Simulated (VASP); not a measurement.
# Sr (P6_3/mmc) in VASP: notebook

The runs below take Sr through single point, with PBEsol.

Everything below comes from runs of VASP 6.6.1. Logs are shortened: lines on timing, memory, paths and dates and some standing lists are left out, and cuts for length are marked.

### Step 1. The cell of the first run

The structure is hexagonal, space group P6_3/mmc (No. 194). The conventional cell has a = 4.270 Å, b = 4.270 Å, c = 6.638 Å, α = 90.00°, β = 90.00°, γ = 120.00°. Sr (site symmetry -6m2) has 12 Sr at 4.13 to 4.27 Å within 5.4 Å.

This isn't the form of Sr at room conditions, which is fcc.

### Step 2. Single point, PBEsol (52.40 Å³/atom)

INCAR reads:

```
  ALGO = Fast
  EDIFF = 1E-6
  ENCUT = 520
  GGA = PS
  ISIF = 2
  ISMEAR = 0
  LASPH = True
  LCHARG = False
  LREAL = False
  LWAVE = False
  NBANDS = 17
  NELM = 100
  PREC = Accurate
  SIGMA = 0.15
```

KPOINTS reads:

```
k-points
0
Gamma
  15 15 8
```

POSCAR reads:

```
Sr
1.0
    4.2699641622      0.0000000000      0.0000000000
   -2.1349820811      3.6978974377      0.0000000000
    0.0000000000      0.0000000000      6.6376592901
Sr
2
Direct
    0.3333333333      0.6666666667      0.2500000000
    0.6666666667      0.3333333333      0.7500000000
```

Potentials or basis: VASP PAW PBE potentials, release 64 (Sr_sv).

The run is started by

```bash
> cat potpaw_PBE.64/Sr_sv/POTCAR > POTCAR
> mpirun -np 1 vasp_std > vasp.out
```

OUTCAR:

```text
EDIFF = 1E-6
   ENCUT = 520
   GGA = PS
   ISIF = 2
   ISMEAR = 0
   LASPH = True
   LREAL = False
   NELM = 100
   PREC = Accurate

 ion  position               nearest neighbor table
   1  0.333  0.667  0.250-   2 4.13   2 4.13   2 4.13   2 4.13   2 4.13   2 4.13
   2  0.667  0.333  0.750-   1 4.13   1 4.13   1 4.13   1 4.13   1 4.13   1 4.13

  LATTYP: Found a hexagonal cell.
 ALAT       =     4.2699641622
 C/A-ratio  =     1.5545000000

  Lattice vectors:

 A1 = (   4.2699641622,   0.0000000000,   0.0000000000)
 A2 = (  -2.1349820811,   3.6978974377,   0.0000000000)
 A3 = (   0.0000000000,   0.0000000000,   6.6376592901)

Analysis of symmetry for initial positions (statically):
=====================================================================
 Subroutine PRICEL returns:
 Original cell was already a primitive cell.

 Routine SETGRP: Setting up the symmetry group for a
 hexagonal supercell.

 Subroutine GETGRP returns: Found 24 space group operations
 (whereof 12 operations were pure point group operations)
 out of a pool of 24 trial point group operations.

The static configuration has the point symmetry D_3d.
 The point group associated with its full space group is D_6h.

Analysis of symmetry for dynamics (positions and initial velocities):
=====================================================================
 Subroutine PRICEL returns:
 Original cell was already a primitive cell.

 Routine SETGRP: Setting up the symmetry group for a
 hexagonal supercell.

 Subroutine GETGRP returns: Found 24 space group operations
 (whereof 12 operations were pure point group operations)
 out of a pool of 24 trial point group operations.

The dynamic configuration has the point symmetry D_3d.
 The point group associated with its full space group is D_6h.

 Subroutine INISYM returns: Found 24 space group operations
 (whereof 12 operations are pure point group operations),
 and found     1 'primitive' translations

----------------------------------------------------------------------------------------

                                     Primitive cell

  volume of cell :     104.8079

  direct lattice vectors                    reciprocal lattice vectors
     4.269964162  0.000000000  0.000000000     0.234194003  0.135211971  0.000000000
    -2.134982081  3.697897438  0.000000000     0.000000000  0.270423941  0.000000000
     0.000000000  0.000000000  6.637659290     0.000000000  0.000000000  0.150655518

[... 77 lines left out ...]
   ISPIN  =      1    spin polarized calculation?
   LNONCOLLINEAR =      F non collinear calculations
   LSORBIT =      F    spin-orbit coupling
   LASPH  =      T    aspherical Exc in radial PAW
   ENCUT  =  520.0 eV  38.22 Ry    6.18 a.u.   7.94  7.94 12.34*2*pi/ulx,y,z
   NELM   =    100;   NELMIN=  2; NELMDL= -5     # of ELM steps
   EDIFF  = 0.1E-05   stopping-criterion for ELM
   LREAL  =      F    real-space projection
   EDIFFG = 0.1E-04   stopping-criterion for IOM
   NSW    =      0    number of steps for IOM
   IBRION =     -1    ionic relax: 0-MD 1-quasi-New 2-CG
   NFREE  =      0    steps in history (QN), initial steepest desc. (CG)
   ISIF   =      2    stress and relaxation
   ISYM   =      2    0-nonsym 1-usesym 2-fastsym
   POTIM  = 0.5000    time-step for ionic-motion
   TEBEG  =    0.0;   TEEND  =   0.0 temperature during run
   PSTRESS=    0.0 pullay stress
   NELECT =      20.0000    total number of electrons
   NUPDOWN=      -1.0000    fix difference up-down
   EMIN   =  10.00;   EMAX   =-10.00  energy-range for DOS
   EFERMI =   0.00;   METHOD = LEGACY
   ISMEAR =     0;   SIGMA  =   0.15  broadening in eV -4-tet -1-fermi 0-gaus
   EFERMI_NEDOS =   21; number of points for ismear=-14 and -15
   IALGO  =     68    algorithm
   IMIX   =      4    mixing-type and parameters
     AMIX     =   0.40;   BMIX     =  1.00
     AMIX_MAG =   1.60;   BMIX_MAG =  1.00
  volume/ion in A,a.u.               =      52.40       353.64
  Fermi-wavevector in a.u.,A,eV,Ry     =   0.942512  1.781089 12.086444  0.888329
  Thomas-Fermi vector in A             =   2.070128
   LORBIT       =      0    0 simple, 1 ext, 2 COOP (PROOUT), +10 PAW based schemes
   GGA     = PS    functional components
   LHFCALC =     F    Hartree Fock is set to
   AEXX    =    0.0000 exact exchange contribution
   IVDW    =     0    specifies the selected vdW correction
   LEPSILON=     F    determine dielectric tensor
   LRPA    =     F    only Hartree local field effects (RPA)
 non-spin polarized calculation
 RMM-DIIS sequential band-by-band and
 Gauss-broadening in eV      SIGMA  =   0.15
  energy-cutoff  :      520.00
  volume of cell :      104.81
 maximum number of plane-waves:      2842
 NGX is ok and might be reduce to    32
   NGX = 15   NGY = 15   NGZ = 25

 number of electron      20.0000000 magnetization

 Free energy of the ion-electron system (eV)
  ---------------------------------------------------
  ext. energy  EPLUGINS =         0.00000000
  ---------------------------------------------------
  free energy    TOTEN  =        -3.66995548 eV

  energy without entropy =       -3.64301171  energy(sigma->0) =       -3.65648360

 E-fermi :   1.6847     XC(G=0):  -7.5820

 val. band max:        1.6839108042   @ k =   0.3333   0.3333   0.3750
 cond. band min:       1.6862367164   @ k =   0.3333   0.0000   0.0000
 fundamental gap:      0.0023259122
 Fermi energy:         1.6846567359

 k-point     1 :       0.0000    0.0000    0.0000
  band No.  band energies     occupation
      1     -34.7760      2.00000
      2     -34.7540      2.00000
      3     -16.9274      2.00000
      4     -16.7122      2.00000
      5     -16.7122      2.00000
      6     -16.6701      2.00000
[... 457 lines left out ...]
      4     -16.8070      2.00000
      5     -16.7999      2.00000
      6     -16.7871      2.00000
[... 9 lines left out ...]
     16       5.4864      0.00000
     17       6.0285      0.00000

 [... further k-points ...]
[... 5 lines left out ...]
  --------------------------------------------------------------------------------------
  -------------------------------------------------------------------------------------
  Total       -0.2322115     -0.2322115      0.5514012      0.0000000      0.0000000      0.0000000
  in kB       -3.5497708     -3.5497708      8.4291591      0.0000000      0.0000000      0.0000000
  external PRESSURE =       0.4432058 kB  Pullay stress =       0.0000000 kB

 VOLUME and BASIS-vectors are now :
 -----------------------------------------------------------------------------
  energy-cutoff  :      520.00
  volume of cell :      104.81
      direct lattice vectors                 reciprocal lattice vectors
     4.269964162  0.000000000  0.000000000     0.234194003  0.135211971  0.000000000
    -2.134982081  3.697897438  0.000000000     0.000000000  0.270423941  0.000000000
     0.000000000  0.000000000  6.637659290     0.000000000  0.000000000  0.150655518

 POSITION                                       TOTAL-FORCE (eV/Angst)
 -----------------------------------------------------------------------------------
     -0.00000      2.46526      1.65941        -0.000000      0.000000      0.000000
      2.13498      1.23263      4.97824         0.000000     -0.000000      0.000000
 -----------------------------------------------------------------------------------
    total drift:                                0.000000     -0.000000      0.000000

  FREE ENERGIE OF THE ION-ELECTRON SYSTEM (eV)
  ---------------------------------------------------
  free  energy   TOTEN  =        -3.6699554841 eV

  energy  without entropy=       -3.6430117068  energy(sigma->0) =       -3.65648360
```

OSZICAR:

```text
N       E                     dE             d eps       ncg     rms          rms(c)
DAV:   1     0.105861020506E+03    0.10586E+03   -0.94355E+03  4590   0.997E+02
DAV:   2     0.462708742940E+01   -0.10123E+03   -0.99672E+02  5943   0.227E+02
DAV:   3    -0.348655660459E+01   -0.81136E+01   -0.80948E+01  8374   0.462E+01
DAV:   4    -0.367466631761E+01   -0.18811E+00   -0.18798E+00  6074   0.629E+00
DAV:   5    -0.367860565239E+01   -0.39393E-02   -0.39389E-02  7458   0.730E-01    0.171E+01
RMM:   6    -0.367273815435E+01    0.58675E-02   -0.10986E-02  4929   0.113E+00    0.975E+00
RMM:   7    -0.366929082401E+01    0.34473E-02   -0.22536E-02  5327   0.164E+00    0.359E-01
RMM:   8    -0.366974942650E+01   -0.45860E-03   -0.71895E-03  6209   0.448E-01    0.102E-01
RMM:   9    -0.366989527717E+01   -0.14585E-03   -0.12617E-03  7478   0.136E-01    0.111E-01
RMM:  10    -0.366994222784E+01   -0.46951E-04   -0.42405E-04  7152   0.807E-02    0.170E-01
RMM:  11    -0.366995371639E+01   -0.11489E-04   -0.63971E-05  7301   0.349E-02    0.262E-02
RMM:  12    -0.366995493263E+01   -0.12162E-05   -0.35478E-05  6758   0.171E-02    0.129E-02
RMM:  13    -0.366995548407E+01   -0.55144E-06   -0.56271E-06  5662   0.981E-03
   1 F= -.36699555E+01 E0= -.36564836E+01  d E =-.269438E-01
```

Wall time 2.7 min (1 thread of Intel Xeon Platinum 8259CL at 2.50GHz (Skylake/Cascade Lake), shared host); peak memory 0.36 GiB.

What came out:

```yaml
Free_energy: -3.6700 eV
Pressure: 0.0 GPa
Band_gap_on_the_k_mesh: zero (bands 10 and 11 overlap by 0.32 eV)
```

Levels at points of the mesh, in eV from the Fermi level:
```csv
k point,band 7,band 8,band 9,band 10,band 11,band 12,band 13,band 14
"(0.00, 0.00, 0.00)",-18.35,-18.35,-3.76,-1.07,0.32,2.25,2.25,2.58
"(0.00, 0.00, 0.50)",-18.38,-18.38,-2.70,-2.70,1.44,1.44,2.20,2.20
```

Caveat: the PAW data sets were made with another functional, which shifts forces and pressure a little.

### Step 3. Single point, PBEsol (56.60 Å³/atom)

This run uses another cell than the first one, of 56.60 Å³/atom.

INCAR reads:

```
SYSTEM = Sr
PREC     = Accurate       ! precision mode
ENCUT    = 520            ! plane-wave cutoff, eV
EDIFF    = 1E-6           ! SCF threshold, eV
ISMEAR   = 0              ! smearing method
SIGMA    = 0.15           ! smearing width, eV
LREAL    = .False.        ! projectors in reciprocal space
LASPH    = .True.         ! aspherical terms in the spheres
NELM     = 60             ! most SCF steps
ALGO     = Fast           ! electronic algorithm
ISIF     = 2              ! what is computed and relaxed
LWAVE    = .False.        ! write WAVECAR
LCHARG   = .False.        ! write CHGCAR
GGA      = PS             ! functional
NBANDS   = 17             ! bands
```

KPOINTS reads:

```
regular mesh
0
Gamma
  15 15 8
  0 0 0
```

POSCAR reads:

```
Sr
1.0
    4.2653553434      0.0000000000      0.0000000000
   -2.1326776717      3.6939060836      0.0000000000
    0.0000000000      0.0000000000      7.1841380049
Sr
2
Direct
    0.3333333333      0.6666666667      0.2500000000
    0.6666666667      0.3333333333      0.7500000000
```

Potentials or basis: VASP PAW PBE potentials, release 64 (Sr_sv).

The run is started by

```bash
> cat potpaw_PBE.64/Sr_sv/POTCAR > POTCAR
> mpirun -np 1 vasp_std > vasp.out
```

OUTCAR:

```text
SYSTEM = Sr
   PREC = Accurate
   ENCUT = 520
   EDIFF = 1E-6
   ISMEAR = 0
   LREAL = .False.
   LASPH = .True.
   NELM = 60
   ISIF = 2
   GGA = PS

 ion  position               nearest neighbor table
   1  0.333  0.667  0.250-   2 4.36   2 4.36   2 4.36   2 4.36   2 4.36   2 4.36
   2  0.667  0.333  0.750-   1 4.36   1 4.36   1 4.36   1 4.36   1 4.36   1 4.36

  LATTYP: Found a hexagonal cell.
 ALAT       =     4.2653553434
 C/A-ratio  =     1.6843000000

  Lattice vectors:

 A1 = (   4.2653553434,   0.0000000000,   0.0000000000)
 A2 = (  -2.1326776717,   3.6939060836,   0.0000000000)
 A3 = (   0.0000000000,   0.0000000000,   7.1841380049)

Analysis of symmetry for initial positions (statically):
=====================================================================
 Subroutine PRICEL returns:
 Original cell was already a primitive cell.

 Routine SETGRP: Setting up the symmetry group for a
 hexagonal supercell.

 Subroutine GETGRP returns: Found 24 space group operations
 (whereof 12 operations were pure point group operations)
 out of a pool of 24 trial point group operations.

[... 160 lines left out ...]
  ext. energy  EPLUGINS =         0.00000000
  ---------------------------------------------------
  free energy    TOTEN  =        -3.65858362 eV

  energy without entropy =       -3.63102789  energy(sigma->0) =       -3.64480575

 E-fermi :   1.4071     XC(G=0):  -7.3435

 val. band max:        1.4014981478   @ k =   0.3333   0.0000   0.0000
 cond. band min:       1.4202483318   @ k =   0.3333   0.0667   0.0000
 fundamental gap:      0.0187501841
 Fermi energy:         1.4070710230

 k-point     1 :       0.0000    0.0000    0.0000
  band No.  band energies     occupation
      1     -35.1947      2.00000
      2     -35.1841      2.00000
      3     -17.2645      2.00000
      4     -17.1207      2.00000
      5     -17.1207      2.00000
      6     -17.1002      2.00000
[... 457 lines left out ...]
      4     -17.2327      2.00000
      5     -17.1936      2.00000
      6     -17.1766      2.00000
[... 9 lines left out ...]
     16       4.9813      0.00000
     17       5.1634      0.00000

 [... further k-points ...]
[... 5 lines left out ...]
  --------------------------------------------------------------------------------------
  -------------------------------------------------------------------------------------
  Total       -0.4591770     -0.4591770     -0.8303079      0.0000000      0.0000000      0.0000000
  in kB       -6.4994253     -6.4994253    -11.7526021      0.0000000      0.0000000      0.0000000
  external PRESSURE =      -8.2504842 kB  Pullay stress =       0.0000000 kB

 VOLUME and BASIS-vectors are now :
 -----------------------------------------------------------------------------
  energy-cutoff  :      520.00
  volume of cell :      113.19
      direct lattice vectors                 reciprocal lattice vectors
     4.265355343  0.000000000  0.000000000     0.234447055  0.135358070  0.000000000
    -2.132677672  3.693906084  0.000000000     0.000000000  0.270716141  0.000000000
     0.000000000  0.000000000  7.184138005     0.000000000  0.000000000  0.139195544

 POSITION                                       TOTAL-FORCE (eV/Angst)
 -----------------------------------------------------------------------------------
     -0.00000      2.46260      1.79603        -0.000000     -0.000000      0.000000
      2.13268      1.23130      5.38810         0.000000      0.000000      0.000000
 -----------------------------------------------------------------------------------
    total drift:                               -0.000000      0.000000     -0.000000

  FREE ENERGIE OF THE ION-ELECTRON SYSTEM (eV)
  ---------------------------------------------------
  free  energy   TOTEN  =        -3.6585836157 eV

  energy  without entropy=       -3.6310278939  energy(sigma->0) =       -3.64480575
```

OSZICAR:

```text
N       E                     dE             d eps       ncg     rms          rms(c)
DAV:   1     0.108398270451E+03    0.10840E+03   -0.93652E+03  4590   0.986E+02
DAV:   2     0.508770267801E+01   -0.10331E+03   -0.10175E+03  5829   0.228E+02
DAV:   3    -0.343369658612E+01   -0.85214E+01   -0.84944E+01  8398   0.468E+01
DAV:   4    -0.365828253472E+01   -0.22459E+00   -0.22442E+00  6277   0.674E+00
DAV:   5    -0.366272403897E+01   -0.44415E-02   -0.44410E-02  7456   0.776E-01    0.164E+01
RMM:   6    -0.365985622791E+01    0.28678E-02   -0.11902E-02  4942   0.117E+00    0.926E+00
RMM:   7    -0.365806259236E+01    0.17936E-02   -0.24149E-02  5194   0.169E+00    0.383E-01
RMM:   8    -0.365837668518E+01   -0.31409E-03   -0.64760E-03  6143   0.472E-01    0.928E-02
RMM:   9    -0.365852415286E+01   -0.14747E-03   -0.12087E-03  7529   0.138E-01    0.914E-02
RMM:  10    -0.365856907680E+01   -0.44924E-04   -0.34918E-04  7195   0.784E-02    0.132E-01
RMM:  11    -0.365857957854E+01   -0.10502E-04   -0.11381E-04  7424   0.407E-02    0.189E-02
RMM:  12    -0.365858177453E+01   -0.21960E-05   -0.28440E-05  6280   0.160E-02    0.478E-03
RMM:  13    -0.365858342381E+01   -0.16493E-05   -0.10762E-05  5809   0.115E-02    0.184E-03
RMM:  14    -0.365858361565E+01   -0.19184E-06   -0.46107E-06  5276   0.644E-03
   1 F= -.36585836E+01 E0= -.36448058E+01  d E =-.275557E-01
```

stdout:

```text
POSCAR found type information on POSCAR Sr
 POSCAR found :  1 types and       2 ions
 scaLAPACK will be used
 -----------------------------------------------------------------------------
|                                                                             |
|                                                                             |
|     You enforced a specific xc type in the INCAR file but a different       |
|     I HOPE YOU KNOW WHAT YOU ARE DOING!                                     |
|                                                                             |
 -----------------------------------------------------------------------------

 LDA part: xc-table for (Slater+PW92), standard interpolation
 POSCAR, INCAR and KPOINTS ok, starting setup
 FFT: planning ... GRIDC
 FFT: planning ... GRID_SOFT
 FFT: planning ... GRID
 WAVECAR not read
 entering main loop
WARNING in EDDRMM: call to ZHEGV failed, returncode =   8  4     13
WARNING in EDDRMM: call to ZHEGV failed, returncode =   8  4     13
WARNING in EDDRMM: call to ZHEGV failed, returncode =   6  3     10
WARNING in EDDRMM: call to ZHEGV failed, returncode =   6  3     14
WARNING in EDDRMM: call to ZHEGV failed, returncode =   6  3     13
```

Run time: 3.4 min. Hardware: 1 thread of Intel Xeon Platinum 8259CL at 2.50GHz (Skylake/Cascade Lake), shared host; peak memory 0.38 GiB.

What came out:

```yaml
Free_energy: -3.6586 eV
Pressure: -0.8 GPa
Band_gap_on_the_k_mesh: zero (bands 10 and 11 overlap by 0.25 eV)
```

Levels at points of the mesh, in eV from the Fermi level:
| k point | band 8 | band 9 | band 10 | band 11 | band 12 | band 13 |
| --- | --- | --- | --- | --- | --- | --- |
| (0.00, 0.00, 0.00) | -18.51 | -3.62 | -1.23 | -0.07 | 2.11 | 2.29 |
| (0.00, 0.00, 0.50) | -18.52 | -2.74 | -2.74 | 1.15 | 1.15 | 2.31 |

Caveat: the PAW data sets were made with another functional, which shifts forces and pressure a little.
